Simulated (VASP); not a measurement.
Write the native input for VASP 6.6.1 that does the following.

```
Task                   : single point
Functional             : PBE
Potentials or basis    : VASP PAW PBE potentials, release 64 (Al, N)
Cutoff                 : 520 eV
k mesh                 : 12 × 12 × 6
Occupations            : gaussian, width 0.02 eV
Spin                   : no spin polarisation
Dipole correction      : no
Further INCAR settings : ALGO = Normal; EDIFF = 1e-07; NBANDS = 16
```

The structure of AlN lies in POSCAR:

```
AlN
1.0
    3.1302084198      0.0000000000      0.0000000000
   -1.5651042099      2.7108400106      0.0000000000
    0.1505412997      0.0000000000      5.0180433220
Al N
2 2
Direct
    0.6650525563      0.3333636936      0.4993168801
    0.3316888627      0.6666363064      0.9993168801
    0.6681689766      0.3330793722      0.8806831199
    0.3350896044      0.6669206278      0.3806831199
```

This cell differs from its parent crystal: shear of c along a, cell held: +3.0 %, then relaxed in part.

These files were run (other wordings do the same):

INCAR

```
SYSTEM = AlN
PREC = Accurate ; ENCUT = 520
EDIFF = 1E-7 ; ISMEAR = 0
SIGMA = 0.02 ; LREAL = .FALSE.
LASPH = .TRUE. ; NELM = 100
ALGO = Normal ; ISIF = 2
LWAVE = .FALSE. ; LCHARG = .TRUE.
GGA = PE ; LELF = .TRUE.
LVHAR = .TRUE. ; NBANDS = 16
```

KPOINTS

```
regular mesh
0
G
  12 12 6
  0 0 0
```

Potentials or basis: VASP PAW PBE potentials, release 64 (Al, N).

Command:

```bash
$ cat potpaw_PBE.64/Al/POTCAR potpaw_PBE.64/N/POTCAR > POTCAR
$ mpirun -np 1 vasp_std > vasp.out
```

Results of the run:

The pressure is -0.3 GPa. The band gap on the k mesh is 4.00 eV.

Caveat: the cell differs from its parent crystal (shear of c along a, cell held: +3.0 %, then relaxed in part).

Run time: 3.4 min on 1 thread of Intel Xeon 8259CL (shared host), peak memory 0.26 GiB.
